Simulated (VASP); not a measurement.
**Cu: relaxation of shape and atoms at fixed volume with PBE**

Crystal: Cu.

```
Cu
1.0
     2.46935    0.00000    0.00000
    -1.23468    2.13852    0.00000
     0.00000    0.00000    4.07874
Cu
2
Direct
  0.33333 0.66667 0.25000
  0.66667 0.33333 0.75000
```

- Program: VASP 6.6.1
- Task: relaxation of shape and atoms at fixed volume
- Functional: PBE
- Potentials or basis: VASP PAW PBE potentials, release 64 (Cu)
- Cutoff: 600 eV
- k mesh: 19 × 19 × 10
- Occupations: fermi-dirac, width 0.05 eV
- Spin: no spin polarisation
- Dipole correction: no
- Further INCAR settings: ALGO = Normal; EDIFF = 1e-06; IBRION = 2; EDIFFG = -0.005; NSW = 50; ISIF = 4

The energy gained by relaxing is 0.0 meV/atom. The ionic steps are 2. The pressure after relaxing is 19.7 GPa. The band gap on the k mesh is zero (band 11 reaches 12.76 eV, above the bottom of band 12 at 6.69 eV).

Stress tensor (GPa, compression positive):
```
19.78  0.00  0.00
 0.00 19.78  0.00
 0.00  0.00 19.70
```

Final structure:
```
CELL_PARAMETERS angstrom
2.47074 0.00000 0.00000
-1.23537 2.13972 0.00000
0.00000 0.00000 4.07416
ATOMIC_POSITIONS crystal
Cu 0.33333 0.66667 0.25000
Cu 0.66667 0.33333 0.75000
```

Levels at points of the mesh, in eV from the Fermi level:
| k point | band 9 | band 10 | band 11 | band 12 | band 13 | band 14 |
| --- | --- | --- | --- | --- | --- | --- |
| (0.00, 0.00, 0.00) | -2.73 | -1.90 | -1.90 | -1.43 | 4.04 | 22.17 |
| (0.00, 0.00, 0.50) | -2.15 | -2.15 | -2.15 | -2.15 | 12.93 | 12.93 |

Wall time 62 s on 1 thread of Intel Xeon 6975P-C, with other jobs on the host, peak memory 0.21 GiB.
